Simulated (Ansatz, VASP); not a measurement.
# Si2Mo: VASP beside Ansatz

```xyz
3
Lattice="-1.5950 1.5950 3.9107 1.5950 -1.5950 3.9107 1.5950 1.5950 -3.9107" Properties=species:S:1:pos:R:3 pbc="T T T"
Si    0.2000    0.0000    2.6206
Si   -0.2000    0.0000    5.2008
Mo    0.0000    0.0000    0.0000
```

Change from the starting cell: mode 7 (333.0 1/cm) frozen in, largest displacement -0.200 Å.

Alike in both runs: task single point; functional PBEsol; k mesh 20 × 20 × 20; occupations gaussian, width 0.15 eV; no spin polarisation.

|  | VASP | Ansatz |
| --- | --- | --- |
| version | VASP 6.6.1 | Ansatz 0.2.0 |
| potentials or method | VASP PAW PBE potentials, release 64 (Si, Mo_sv), cutoff 520 eV | scalar-relativistic, plane waves, PAW |
| valence electrons in the cell | 22 | 22 |

Ansatz gave:

| Item | Value |
| --- | --- |
| gap on the k mesh at the Fermi level (eV) | none |
| pressure (GPa) | 5.4 |
| traceless stress, the component that is largest in VASP (GPa) | 3.56 |
| rms of the force components (eV/Å) | 1.097 |

Task: What did VASP give for the same quantities?

Result: gap on the k mesh at the Fermi level (eV): none; pressure (GPa): 5.8; traceless stress, the component that is largest in VASP (GPa): 3.58; rms of the force components (eV/Å): 1.101.

VASP's potentials were made for PBE, not for PBEsol. Atom by atom the forces differ by 0.006 eV/Å (rms over components). A gap of «none» marks a metal or a gap that the smearing closes.
